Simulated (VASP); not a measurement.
# BN (lda) (F-43m) in VASP: a series of runs

The runs below take BN (lda) through single point, with LDA.

All numbers are computed with VASP 6.6.1; they aren't measurements. Logs are shortened: lines on timing, memory, paths and dates and some standing lists are left out, and cuts for length are marked.

## 1. The cell of the first run

The structure is cubic, space group F-43m (No. 216). Conventional cell: a = 3.616 Å, b = 3.616 Å, c = 3.616 Å, α = 90.00°, β = 90.00°, γ = 90.00°. B (site symmetry -43m) has 4 N at 1.57 Å within 2.1 Å. N (site symmetry -43m) has 4 B at 1.57 Å within 2.1 Å.

## 2. Single point, LDA

The input, INCAR:

```
PREC = Accurate ; ENCUT = 600
EDIFF = 1E-6 ; ISMEAR = 0
SIGMA = 0.1 ; LREAL = False
LASPH = True ; NELM = 120
ALGO = Normal ; ISIF = 2
LWAVE = False ; LCHARG = False
NBANDS = 11 ; GGA_COMPAT = False
```

The input, KPOINTS:

```
Automatic mesh
0
Gamma
  8 8 8
```

The input, POSCAR:

```
BN
1.0
    0.0000000000      1.8080000000      1.8080000000
    1.8080000000      0.0000000000      1.8080000000
    1.8080000000      1.8080000000      0.0000000000
B N
1 1
Direct
    0.0000000000      0.0000000000      0.0000000000
    0.2500000000      0.2500000000      0.2500000000
```

Potentials or basis: VASP PAW LDA potentials, release 64 (B, N).

Started as:

```sh
> cat potpaw_LDA.64/B/POTCAR potpaw_LDA.64/N/POTCAR > POTCAR
> mpirun -np 1 vasp_std > vasp.out
```

OUTCAR:

```text
PREC = Accurate
   ENCUT = 600
   EDIFF = 1E-6
   ISMEAR = 0
   LREAL = False
   LASPH = True
   NELM = 120
   ISIF = 2

 ion  position               nearest neighbor table
   1  0.000  0.000  0.000-   2 1.57   2 1.57   2 1.57   2 1.57
   2  0.250  0.250  0.250-   1 1.57   1 1.57   1 1.57   1 1.57

  LATTYP: Found a face centered cubic cell.
 ALAT       =     3.6160000000

  Lattice vectors:

 A1 = (   0.0000000000,   1.8080000000,   1.8080000000)
 A2 = (   1.8080000000,   0.0000000000,   1.8080000000)
 A3 = (   1.8080000000,   1.8080000000,   0.0000000000)

Analysis of symmetry for initial positions (statically):
=====================================================================
 Subroutine PRICEL returns:
 Original cell was already a primitive cell.

 Routine SETGRP: Setting up the symmetry group for a
 face centered cubic supercell.

 Subroutine GETGRP returns: Found 24 space group operations
 (whereof 24 operations were pure point group operations)
 out of a pool of 48 trial point group operations.

The static configuration has the point symmetry T_d .

Analysis of symmetry for dynamics (positions and initial velocities):
=====================================================================
 Subroutine PRICEL returns:
 Original cell was already a primitive cell.

 Routine SETGRP: Setting up the symmetry group for a
 face centered cubic supercell.

 Subroutine GETGRP returns: Found 24 space group operations
 (whereof 24 operations were pure point group operations)
 out of a pool of 48 trial point group operations.

The dynamic configuration has the point symmetry T_d .

 Subroutine INISYM returns: Found 24 space group operations
 (whereof 24 operations are pure point group operations),
 and found     1 'primitive' translations

----------------------------------------------------------------------------------------

                                     Primitive cell

  volume of cell :      11.8202

  direct lattice vectors                    reciprocal lattice vectors
     0.000000000  1.808000000  1.808000000    -0.276548673  0.276548673  0.276548673
     1.808000000  0.000000000  1.808000000     0.276548673 -0.276548673  0.276548673
     1.808000000  1.808000000  0.000000000     0.276548673  0.276548673 -0.276548673

  length of vectors
     2.556898121  2.556898121  2.556898121     0.478996352  0.478996352  0.478996352

  position of ions in fractional coordinates (direct lattice)
     0.000000000  0.000000000  0.000000000
     0.250000000  0.250000000  0.250000000

  ion indices of the primitive-cell ions
   primitive index   ion index
                 1           1
                 2           2

----------------------------------------------------------------------------------------

 KPOINTS: Automatic mesh

Automatic generation of k-mesh.
 Grid dimensions read from file:
 generate k-points for:    8    8    8

 Generating k-lattice:

  Cartesian coordinates                     Fractional coordinates (reciprocal lattice)
    -0.034568584  0.034568584  0.034568584     0.125000000  0.000000000  0.000000000
     0.034568584 -0.034568584  0.034568584     0.000000000  0.125000000  0.000000000
     0.034568584  0.034568584 -0.034568584     0.000000000  0.000000000  0.125000000

  Length of vectors
     0.059874544  0.059874544  0.059874544

  Shift w.r.t. Gamma in fractional coordinates (k-lattice)
     0.000000000  0.000000000  0.000000000

 Subroutine IBZKPT returns following result:
 ===========================================

 Found     29 irreducible k-points:

 Following reciprocal coordinates:
            Coordinates               Weight
  0.000000  0.000000  0.000000      1.000000
  0.125000  0.000000  0.000000      8.000000
  0.250000  0.000000  0.000000      8.000000
  0.375000  0.000000  0.000000      8.000000
  0.500000  0.000000  0.000000      4.000000
  0.125000  0.125000  0.000000      6.000000
[... 16 lines left out ...]
  0.500000  0.250000  0.125000     48.000000
 -0.375000  0.250000  0.125000     24.000000
 [... further k-points ...]
   k-points           NKPTS =     29   k-points in BZ     NKDIM =     29   number of bands    NBANDS=     11
   number of dos      NEDOS =    301   number of ions     NIONS =      2
   total plane-waves  NPLWV =   8000
   dimension x,y,z NGX =    20 NGY =   20 NGZ =   20
   dimension x,y,z NGXF=    40 NGYF=   40 NGZF=   40
   ions per type =               1   1
   NGX,Y,Z   is equivalent  to a cutoff of  13.00, 13.00, 13.00 a.u.
   NGXF,Y,Z  is equivalent  to a cutoff of  26.01, 26.01, 26.01 a.u.
 SYSTEM =  unknown system
   PREC   = accura    normal or accurate (medium, high low for compatibility)
   ISTART =      0    job   : 0-new  1-cont  2-samecut
   ICHARG =      2    charge: 1-file 2-atom 10-const
   ISPIN  =      1    spin polarized calculation?
   LNONCOLLINEAR =      F non collinear calculations
   LSORBIT =      F    spin-orbit coupling
   LASPH  =      T    aspherical Exc in radial PAW
   ENCUT  =  600.0 eV  44.10 Ry    6.64 a.u.   5.11  5.11  5.11*2*pi/ulx,y,z
   NELM   =    120;   NELMIN=  2; NELMDL= -5     # of ELM steps
   EDIFF  = 0.1E-05   stopping-criterion for ELM
   LREAL  =      F    real-space projection
   EDIFFG = 0.1E-04   stopping-criterion for IOM
   NSW    =      0    number of steps for IOM
   IBRION =     -1    ionic relax: 0-MD 1-quasi-New 2-CG
   NFREE  =      0    steps in history (QN), initial steepest desc. (CG)
   ISIF   =      2    stress and relaxation
   ISYM   =      2    0-nonsym 1-usesym 2-fastsym
   POTIM  = 0.5000    time-step for ionic-motion
   TEBEG  =    0.0;   TEEND  =   0.0 temperature during run
   PSTRESS=    0.0 pullay stress
   NELECT =       8.0000    total number of electrons
   NUPDOWN=      -1.0000    fix difference up-down
   EMIN   =  10.00;   EMAX   =-10.00  energy-range for DOS
   EFERMI =   0.00;   METHOD = LEGACY
   ISMEAR =     0;   SIGMA  =   0.10  broadening in eV -4-tet -1-fermi 0-gaus
   EFERMI_NEDOS =   21; number of points for ismear=-14 and -15
   IALGO  =     38    algorithm
   IMIX   =      4    mixing-type and parameters
     AMIX     =   0.40;   BMIX     =  1.00
     AMIX_MAG =   1.60;   BMIX_MAG =  1.00
  volume/ion in A,a.u.               =       5.91        39.88
  Fermi-wavevector in a.u.,A,eV,Ry     =   1.437352  2.716201 28.109366  2.065980
  Thomas-Fermi vector in A             =   2.556439
   LORBIT       =      0    0 simple, 1 ext, 2 COOP (PROOUT), +10 PAW based schemes
   GGA     = CA    functional components
   LHFCALC =     F    Hartree Fock is set to
   AEXX    =    0.0000 exact exchange contribution
   IVDW    =     0    specifies the selected vdW correction
   LEPSILON=     F    determine dielectric tensor
   LRPA    =     F    only Hartree local field effects (RPA)
 non-spin polarized calculation
 Gauss-broadening in eV      SIGMA  =   0.10
  energy-cutoff  :      600.00
  volume of cell :       11.82
 maximum number of plane-waves:       411
   NGX = 11   NGY = 11   NGZ = 11

 number of electron       8.0000000 magnetization

 Free energy of the ion-electron system (eV)
  ---------------------------------------------------
  ext. energy  EPLUGINS =         0.00000000
  ---------------------------------------------------
  free energy    TOTEN  =       -19.40600289 eV

  energy without entropy =      -19.40600289  energy(sigma->0) =      -19.40600289

 E-fermi :   7.8865     XC(G=0): -13.1008

 val. band max:        7.3774131000   @ k =   0.0000   0.0000   0.0000
 cond. band min:      11.7206362173   @ k =   0.5000   0.5000   0.0000
 fundamental gap:      4.3432231173
 Fermi energy:         7.8864639853

 k-point     1 :       0.0000    0.0000    0.0000
  band No.  band energies     occupation
      1     -12.6820      2.00000
      2       7.3774      2.00000
      3       7.3774      2.00000
      4       7.3774      2.00000
      5      16.0574      0.00000
      6      16.0574      0.00000
      7      16.0574      0.00000
      8      17.8048      0.00000
      9      31.8523      0.00000
     10      35.1544      0.00000
     11      35.1544      0.00000

 k-point     2 :       0.1250    0.0000    0.0000
  band No.  band energies     occupation
      1     -12.3019      2.00000
      2       5.5160      2.00000
      3       6.9949      2.00000
      4       6.9949      2.00000
      5      16.4712      0.00000
      6      16.6277      0.00000
      7      16.6277      0.00000
      8      18.9231      0.00000
      9      31.3198      0.00000
     10      31.9055      0.00000
     11      31.9055      0.00000

 k-point     3 :       0.2500    0.0000    0.0000
  band No.  band energies     occupation
      1     -11.1966      2.00000
      2       1.9264      2.00000
      3       6.2445      2.00000
      4       6.2445      2.00000
      5      17.0010      0.00000
      6      17.5731      0.00000
      7      17.5731      0.00000
      8      20.8439      0.00000
      9      30.4536      0.00000
     10      30.8399      0.00000
     11      30.8399      0.00000

 k-point     4 :       0.3750    0.0000    0.0000
  band No.  band energies     occupation
      1      -9.5523      2.00000
      2      -1.5344      2.00000
      3       5.6481      2.00000
      4       5.6481      2.00000
      5      17.4200      0.00000
      6      17.9340      0.00000
      7      17.9340      0.00000
      8      22.0227      0.00000
      9      30.2688      0.00000
     10      32.3296      0.00000
     11      32.3296      0.00000
[... 239 lines left out ...]
 k-point    22 :       0.3750    0.2500    0.1250
  band No.  band energies     occupation
      1     -10.2530      2.00000
      2       1.7185      2.00000
      3       3.4307      2.00000
      4       5.3549      2.00000
      5      15.8261      0.00000
      6      19.0985      0.00000
      7      19.9225      0.00000
      8      20.5536      0.00000
      9      26.6133      0.00000
     10      32.8018      0.00000
     11      34.4972      0.00000

 k-point    23 :       0.5000    0.2500    0.1250
  band No.  band energies     occupation
      1      -8.7128      2.00000
      2      -0.8250      2.00000
      3       2.6329      2.00000
      4       4.4194      2.00000
      5      16.6270      0.00000
      6      18.6247      0.00000
      7      21.0567      0.00000
      8      21.8453      0.00000
      9      27.1722      0.00000
     10      32.3628      0.00000
     11      34.5954      0.00000

 k-point    24 :      -0.3750    0.2500    0.1250
  band No.  band energies     occupation
      1      -7.6918      2.00000
      2      -2.3321      2.00000
      3       2.5705      2.00000
      4       3.9095      2.00000
      5      16.7989      0.00000
      6      18.4852      0.00000
      7      21.6570      0.00000
      8      22.9755      0.00000
      9      26.5366      0.00000
     10      32.9493      0.00000
     11      34.6071      0.00000

 [... further k-points ...]
[... 5 lines left out ...]
  --------------------------------------------------------------------------------------
  -------------------------------------------------------------------------------------
  Total       -0.7816717     -0.7816717     -0.7816717      0.0000000     -0.0000000      0.0000000
  in kB     -105.9521299   -105.9521299   -105.9521299      0.0000000     -0.0000000      0.0000000
  external PRESSURE =    -105.9521299 kB  Pullay stress =       0.0000000 kB

 VOLUME and BASIS-vectors are now :
 -----------------------------------------------------------------------------
  energy-cutoff  :      600.00
  volume of cell :       11.82
      direct lattice vectors                 reciprocal lattice vectors
     0.000000000  1.808000000  1.808000000    -0.276548673  0.276548673  0.276548673
     1.808000000  0.000000000  1.808000000     0.276548673 -0.276548673  0.276548673
     1.808000000  1.808000000  0.000000000     0.276548673  0.276548673 -0.276548673

 POSITION                                       TOTAL-FORCE (eV/Angst)
 -----------------------------------------------------------------------------------
      0.00000      0.00000      0.00000        -0.000000     -0.000000     -0.000000
      0.90400      0.90400      0.90400         0.000000      0.000000      0.000000
 -----------------------------------------------------------------------------------
    total drift:                               -0.000000     -0.000000     -0.000000

  FREE ENERGIE OF THE ION-ELECTRON SYSTEM (eV)
  ---------------------------------------------------
  free  energy   TOTEN  =       -19.4060028910 eV

  energy  without entropy=      -19.4060028910  energy(sigma->0) =      -19.40600289
```

Run time: 2.2 s. Hardware: 1 thread of Intel Xeon Platinum 8488C (Sapphire Rapids), shared host; peak memory 0.11 GiB.

Results:

| Property | Result |
| --- | --- |
| Free energy | -19.4060 eV |
| Pressure | -10.6 GPa |
| Band gap on the k mesh | 4.34 eV, indirect (least direct gap 8.68 eV) |

A k mesh can miss the band edges. Expect the measured gap to be larger: semilocal functionals such as LDA lack the derivative discontinuity.

## 3. Single point, LDA

This run uses another cell than the first one, of 5.74 Å³/atom, 0.970 times its volume.

The input, INCAR:

```
SYSTEM = BN
PREC = Accurate
ENCUT = 600
EDIFF = 1E-6
ISMEAR = 0
SIGMA = 0.1
LREAL = .FALSE.
LASPH = .TRUE.
NELM = 120
ALGO = Normal
ISIF = 2
LWAVE = .FALSE.
LCHARG = .TRUE.
GGA = CA
LELF = .TRUE.
LVHAR = .TRUE.
NBANDS = 11
GGA_COMPAT = .FALSE.
```

The input, KPOINTS:

```
regular mesh
0
G
  10 10 10
  0 0 0
```

The input, POSCAR:

```
BN
1.0
    0.0000000000      1.7900178220      1.7900178220
    1.7900178220      0.0000000000      1.7900178220
    1.7900178220      1.7900178220      0.0000000000
B N
1 1
Direct
    0.0000000000      0.0000000000      0.0000000000
    0.2500000000      0.2500000000      0.2500000000
```

Potentials or basis: VASP PAW LDA potentials, release 64 (B, N).

Started as:

```sh
> cat potpaw_LDA.64/B/POTCAR potpaw_LDA.64/N/POTCAR > POTCAR
> mpirun -np 1 vasp_std > vasp.out
```

Run time: 3.5 s. Hardware: 1 thread of Intel Xeon Platinum 8488C (Sapphire Rapids), shared host; peak memory 0.11 GiB.

It converged, with:

- Free energy: -19.4163 eV
- Pressure: 0.9 GPa
- Band gap on the k mesh: 4.38 eV, indirect (least direct gap 8.82 eV)

Levels at points of the mesh, in eV from the valence-band top:
```csv
k point,band 1,band 2,band 3,band 4,band 5,band 6,band 7,band 8
"(0.00, 0.00, 0.00)",-20.40,0.00,0.00,0.00,8.82,8.82,8.82,10.92
"(0.50, 0.00, 0.00)",-15.98,-10.98,-2.00,-2.00,10.59,10.72,10.72,15.31
"(0.50, 0.50, 0.00)",-14.56,-9.08,-5.07,-5.07,4.38,9.31,18.15,18.15
```

A k mesh can miss the band edges. As with any semilocal functional, this LDA gap is likely too small.

## 4. Single point, LDA

This run uses another cell than the first one, of 5.73 Å³/atom, 0.970 times its volume.

The input, INCAR:

```
SYSTEM = BN
PREC     = Accurate       ! precision mode
ENCUT    = 600            ! plane-wave cutoff, eV
EDIFF    = 1E-6           ! SCF threshold, eV
ISMEAR   = 0              ! smearing method
SIGMA    = 0.02           ! smearing width, eV
LREAL    = .False.        ! projectors in reciprocal space
LASPH    = .True.         ! aspherical terms in the spheres
NELM     = 120            ! most SCF steps
ALGO     = Normal         ! electronic algorithm
ISIF     = 2              ! what is computed and relaxed
LWAVE    = .False.        ! write WAVECAR
LCHARG   = .True.         ! write CHGCAR
GGA      = CA             ! functional
LELF     = .True.         ! ELF
LVHAR    = .True.       
NBANDS   = 11             ! bands
GGA_COMPAT= .False.
```

The input, KPOINTS:

```
regular mesh
0
Gamma
  10 10 10
  0 0 0
```

The input, POSCAR:

```
BN
1.0
    0.0000000000      1.7899044698      1.7899044698
    1.7899044698      0.0000000000      1.7899044698
    1.7899044698      1.7899044698      0.0000000000
B N
1 1
Direct
    0.0000000000      0.0000000000      0.0000000000
    0.2500000000      0.2500000000      0.2500000000
```

Started as:

```sh
> cat potpaw_LDA.64/B/POTCAR potpaw_LDA.64/N/POTCAR > POTCAR
> mpirun -np 1 vasp_std > vasp.out
```

Wall time 3.4 s (1 thread of Intel Xeon Platinum 8488C (Sapphire Rapids), shared host); peak memory 0.11 GiB.

The run converged. Its results:

```
Free energy            : -19.4162 eV
Pressure               : 1.0 GPa
Band gap on the k mesh : 4.38 eV, indirect (least direct gap 8.82 eV)
```

Levels at points of the mesh, in eV from the valence-band top:
```
           k point  band 1  band 2  band 3  band 4  band 5  band 6  band 7  band 8
(0.00, 0.00, 0.00)  -20.41    0.00    0.00    0.00    8.82    8.82    8.82   10.92
(0.50, 0.00, 0.00)  -15.98  -10.98   -2.00   -2.00   10.60   10.73   10.73   15.31
(0.50, 0.50, 0.00)  -14.57   -9.08   -5.07   -5.07    4.38    9.31   18.15   18.15
```

A k mesh can miss the band edges. A hybrid or GW would open this gap; LDA tends to underestimate it.

## 5. Summary

```csv
cell,k mesh,smearing,gap on the mesh (eV),pressure (GPa)
"a = 2.557 Å, angles 60.0°, 2 atoms",8 × 8 × 8,gaussian 0.1 eV,4.34,-10.6
"a = 2.531 Å, angles 60.0°, 2 atoms",10 × 10 × 10,gaussian 0.1 eV,4.38,0.9
"a = 2.531 Å, angles 60.0°, 2 atoms",10 × 10 × 10,gaussian 0.02 eV,4.38,1.0
```

Alike in all rows: task single point; level LDA; potentials or basis VASP PAW LDA potentials, release 64 (B, N); no spin polarisation; cutoff (eV) 600.

Absolute energies hang on the potentials; compare differences alone.
